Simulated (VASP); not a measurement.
Write the native input for VASP 6.6.1 that does the following.

- Task: electric field gradients
- Functional: PBEsol
- Potentials or basis: VASP PAW PBE potentials, release 64 (Cd)
- Cutoff: 520 eV
- k mesh: 14 × 14 × 7
- Occupations: fermi-dirac, width 0.05 eV
- Spin: no spin polarisation
- Dipole correction: no
- Further INCAR settings: ALGO = Normal; EDIFF = 1e-08; NBANDS = 19

The structure of Cd lies in POSCAR:

```
Cd
1.0
    3.0277151646      0.0000000000      0.0000000000
   -1.5138575823      2.6220782480      0.0000000000
    0.0000000000      0.0000000000      5.7097589939
Cd
2
Direct
    0.3333333333      0.6666666667      0.2500000000
    0.6666666667      0.3333333333      0.7500000000
```

This cell differs from its parent crystal: volume scaled by 1.05.

These files were run (other wordings do the same):

INCAR

```
PREC     = Accurate       # precision mode
ENCUT    = 520            # plane-wave cutoff, eV
EDIFF    = 1E-8           # SCF threshold, eV
ISMEAR   = -1             # smearing method
SIGMA    = 0.05           # smearing width, eV
LREAL    = F              # projectors in reciprocal space
LASPH    = T              # aspherical terms in the spheres
NELM     = 80             # most SCF steps
ALGO     = Normal         # electronic algorithm
ISIF     = 2              # what is computed and relaxed
LWAVE    = F              # write WAVECAR
LCHARG   = F              # write CHGCAR
GGA      = PS             # functional
LEFG     = T            
NBANDS   = 19             # bands
```

KPOINTS

```
regular mesh
0
Gamma
  14 14 7
```

Potentials or basis: VASP PAW PBE potentials, release 64 (Cd).

Run with:

```sh
$ cat potpaw_PBE.64/Cd/POTCAR > POTCAR
$ mpirun -np 1 vasp_std > vasp.out
```

It gave:

```json
{
  "Pressure": "-3.4 GPa",
  "Band gap on the k mesh": "zero (band 12 reaches 3.71 eV, above the bottom of band 13 at -0.40 eV)"
}
```

Caveat: without QUAD_EFG the Cq values of the log hold for a quadrupole moment of 1 mb, not for the nuclei; the PAW data sets were made with another functional, which shifts forces and pressure a little.

It took 90 s on 1 thread of AMD EPYC 7R43 64-Core Processor (Zen 3), with other jobs on the host, peak memory 0.16 GiB.
